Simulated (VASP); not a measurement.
# ScGa3 (Pm-3m) in VASP: further runs, part 3 of 3

VASP 6.6.1. Earlier steps stand in the parts before.

## Step 6: Electric field gradients, LDA (18.20 Å³/atom)

This run uses another cell than the first one, of 18.20 Å³/atom.

INCAR reads:

```
ALGO     = Normal         # electronic algorithm
EDIFF    = 1E-8           # SCF threshold, eV
ENCUT    = 520            # plane-wave cutoff, eV
ISIF     = 2              # what is computed and relaxed
ISMEAR   = -1             # smearing method
LASPH    = True           # aspherical terms in the spheres
LCHARG   = False          # write CHGCAR
LEFG     = True         
LREAL    = False          # projectors in reciprocal space
LWAVE    = False          # write WAVECAR
NBANDS   = 33             # bands
NELM     = 100            # most SCF steps
PREC     = Accurate       # precision mode
SIGMA    = 0.05           # smearing width, eV
```

KPOINTS reads:

```
k-points
0
Gamma
  9 9 9
```

POSCAR reads:

```
ScGa3
1.0
    4.1753145078      0.0000000000      0.0000000000
    0.0000000000      4.1753145078      0.0000000000
    0.0000000000      0.0000000000      4.1753145078
Sc Ga
1 3
Direct
    0.0000000000      0.0000000000      0.0000000000
    0.0000000000      0.5000000000      0.5000000000
    0.5000000000      0.0000000000      0.5000000000
    0.5000000000      0.5000000000      0.0000000000
```

Potentials or basis: VASP PAW LDA potentials, release 64 (Sc_sv, Ga_d).

Run with:

```
$ cat potpaw_LDA.64/Sc_sv/POTCAR potpaw_LDA.64/Ga_d/POTCAR > POTCAR
$ mpirun -np 1 vasp_std > vasp.out
```

OUTCAR:

```text
EDIFF = 1E-8
   ENCUT = 520
   ISIF = 2
   ISMEAR = -1
   LASPH = True
   LREAL = False
   NELM = 100
   PREC = Accurate

 ion  position               nearest neighbor table
   1  0.000  0.000  0.000-   2 2.95   3 2.95   4 2.95   2 2.95   3 2.95   2 2.95   4 2.95   2 2.95
                             3 2.95   4 2.95   3 2.95   4 2.95
   2  0.000  0.500  0.500-   1 2.95   1 2.95   1 2.95   1 2.95
   3  0.500  0.000  0.500-   1 2.95   1 2.95   1 2.95   1 2.95
   4  0.500  0.500  0.000-   1 2.95   1 2.95   1 2.95   1 2.95

  LATTYP: Found a simple cubic cell.
 ALAT       =     4.1753145078

  Lattice vectors:

 A1 = (   4.1753145078,   0.0000000000,   0.0000000000)
 A2 = (   0.0000000000,   4.1753145078,   0.0000000000)
 A3 = (   0.0000000000,   0.0000000000,   4.1753145078)

Analysis of symmetry for initial positions (statically):
=====================================================================
 Subroutine PRICEL returns:
 Original cell was already a primitive cell.

 Routine SETGRP: Setting up the symmetry group for a
 simple cubic supercell.

 Subroutine GETGRP returns: Found 48 space group operations
 (whereof 48 operations were pure point group operations)
 out of a pool of 48 trial point group operations.

The static configuration has the point symmetry O_h .

Analysis of symmetry for dynamics (positions and initial velocities):
=====================================================================
 Subroutine PRICEL returns:
 Original cell was already a primitive cell.

 Routine SETGRP: Setting up the symmetry group for a
 simple cubic supercell.

 Subroutine GETGRP returns: Found 48 space group operations
 (whereof 48 operations were pure point group operations)
[... 1030 lines left out ...]
  Direction    XX          YY          ZZ          XY          YZ          ZX
  --------------------------------------------------------------------------------------
  -------------------------------------------------------------------------------------
  Total       -3.9535663     -3.9535663     -3.9535663     -0.0000000     -0.0000000      0.0000000
  in kB      -87.0225945    -87.0225945    -87.0225945     -0.0000000     -0.0000000      0.0000000
  external PRESSURE =     -87.0225945 kB  Pullay stress =       0.0000000 kB

 VOLUME and BASIS-vectors are now :
 -----------------------------------------------------------------------------
  energy-cutoff  :      520.00
  volume of cell :       72.79
      direct lattice vectors                 reciprocal lattice vectors
     4.175314508  0.000000000  0.000000000     0.239502916  0.000000000  0.000000000
     0.000000000  4.175314508  0.000000000     0.000000000  0.239502916  0.000000000
     0.000000000  0.000000000  4.175314508     0.000000000  0.000000000  0.239502916

 POSITION                                       TOTAL-FORCE (eV/Angst)
 -----------------------------------------------------------------------------------
      0.00000      0.00000      0.00000         0.000000      0.000000      0.000000
      0.00000      2.08766      2.08766         0.000000      0.000000      0.000000
      2.08766      0.00000      2.08766         0.000000      0.000000      0.000000
      2.08766      2.08766      0.00000         0.000000      0.000000      0.000000
 -----------------------------------------------------------------------------------
    total drift:                                0.000000     -0.000000     -0.000000

  FREE ENERGIE OF THE ION-ELECTRON SYSTEM (eV)
  ---------------------------------------------------
  free  energy   TOTEN  =       -19.5771910500 eV

  energy  without entropy=      -19.5687196551  energy(sigma->0) =      -19.57295535

 Electric field gradients (V/A^2)
---------------------------------------------------------------------
 ion       V_xx      V_yy      V_zz      V_xy      V_xz      V_yz
---------------------------------------------------------------------
   1       0.000     0.000    -0.000     0.000    -0.000     0.000
   2      60.716   -30.358   -30.358     0.000    -0.000     0.000
   3     -30.358    60.716   -30.358     0.000    -0.000    -0.000
   4     -30.358   -30.358    60.716     0.000    -0.000     0.000
---------------------------------------------------------------------

 Electric field gradients after diagonalization (V/A^2)
 (convention: |V_zz| > |V_xx| > |V_yy|)
----------------------------------------------------------------------
 ion       V_xx      V_yy      V_zz     asymmetry (V_yy - V_xx)/ V_zz
----------------------------------------------------------------------
   1       0.000     0.000    -0.000       0.106
   2     -30.358   -30.358    60.716       0.000
   3     -30.358   -30.358    60.716       0.000
   4     -30.358   -30.358    60.716       0.000
----------------------------------------------------------------------

           NMR quadrupolar parameters

 Cq : quadrupolar parameter    Cq=e*Q*V_zz/h
 eta: asymmetry parameters     (V_yy - V_xx)/ V_zz
 Q  : nuclear electric quadrupole moment in mb (millibarn)
----------------------------------------------------------------------
 ion       Cq(MHz)       eta       Q (mb)
----------------------------------------------------------------------
   1      -0.000       0.106       1.000
   2       0.147       0.000       1.000
   3       0.147       0.000       1.000
   4       0.147       0.000       1.000
----------------------------------------------------------------------
```

OSZICAR:

```text
N       E                     dE             d eps       ncg     rms          rms(c)
DAV:   1     0.426005321298E+03    0.42601E+03   -0.23019E+04  2334   0.261E+03
DAV:   2     0.291688933028E+02   -0.39684E+03   -0.38718E+03  2310   0.617E+02
DAV:   3    -0.193799822919E+02   -0.48549E+02   -0.47639E+02  3055   0.181E+02
DAV:   4    -0.208169797719E+02   -0.14370E+01   -0.14051E+01  3218   0.333E+01
DAV:   5    -0.208465186278E+02   -0.29539E-01   -0.29523E-01  3043   0.488E+00    0.744E+00
DAV:   6    -0.196717911275E+02    0.11747E+01   -0.36872E+00  3127   0.151E+01    0.213E+00
DAV:   7    -0.196072204148E+02    0.64571E-01   -0.19832E-01  3072   0.391E+00    0.140E+00
DAV:   8    -0.195783373294E+02    0.28883E-01   -0.63426E-02  3129   0.186E+00    0.247E-01
DAV:   9    -0.195772975953E+02    0.10397E-02   -0.12630E-02  3121   0.124E+00    0.775E-02
DAV:  10    -0.195773021869E+02   -0.45915E-05   -0.16977E-03  3362   0.375E-01    0.747E-02
DAV:  11    -0.195772029616E+02    0.99225E-04   -0.86420E-04  3138   0.275E-01    0.255E-02
DAV:  12    -0.195771916004E+02    0.11361E-04   -0.10208E-04  3375   0.867E-02    0.567E-03
DAV:  13    -0.195771913439E+02    0.25652E-06   -0.39306E-06  3331   0.139E-02    0.442E-03
DAV:  14    -0.195771910481E+02    0.29575E-06   -0.13583E-06  3225   0.949E-03    0.480E-04
DAV:  15    -0.195771910500E+02   -0.18636E-08   -0.32230E-08  2158   0.134E-03
   1 F= -.19577191E+02 E0= -.19572955E+02  d E =-.847139E-02
```

stdout:

```text
POSCAR found type information on POSCAR ScGa
 POSCAR found :  2 types and       4 ions
 scaLAPACK will be used
 LDA part: xc-table for (Slater(with rela. corr.)+CA(PZ))
 , standard interpolation
 POSCAR, INCAR and KPOINTS ok, starting setup
 FFT: planning ... GRIDC
 FFT: planning ... GRID_SOFT
 FFT: planning ... GRID
 WAVECAR not read
 entering main loop
ion   1

ion   2

ion   3

ion   4
```

Wall time 43 s (1 thread of Intel Xeon Platinum 8488C (Sapphire Rapids), shared host); peak memory 0.19 GiB.

Results:

| Property | Result |
| --- | --- |
| Free energy | -19.5772 eV |
| Pressure | -8.7 GPa |
| Band gap on the k mesh | zero (bands 25 and 26 overlap by 3.03 eV) |
| Largest electric field gradient by atom | Sc +0.0; Ga +60.7 V/Å² |

Electric field gradients, principal values (V/Å²):
| atom | least | middle | greatest (by size) |
| --- | --- | --- | --- |
| 1 Sc | 0.000 | 0.000 | 0.000 |
| 2 Ga | -30.358 | -30.358 | 60.716 |
| 3 Ga | -30.358 | -30.358 | 60.716 |
| 4 Ga | -30.358 | -30.358 | 60.716 |

Caveat: the cell stands under tension; without QUAD_EFG the Cq values of the log hold for a quadrupole moment of 1 mb, not for the nuclei.

## Step 7: Summary

| cell | gap on the mesh (eV) | pressure (GPa) |
| --- | --- | --- |
| a = 4.040 Å, 4 atoms | none | -2.2 |
| a = 4.081 Å, 4 atoms | none | -4.6 |
| a = 4.122 Å, 4 atoms | none | -6.5 |
| a = 4.175 Å, 4 atoms | none | -8.7 |

Alike in all rows: task electric field gradients; level LDA; potentials or basis VASP PAW LDA potentials, release 64 (Sc_sv, Ga_d); no spin polarisation; k mesh 9 × 9 × 9; cutoff (eV) 520; smearing fermi-dirac 0.05 eV.

Caveats: the cell stands under tension (at least some runs).

Absolute energies hang on the potentials; compare differences alone.
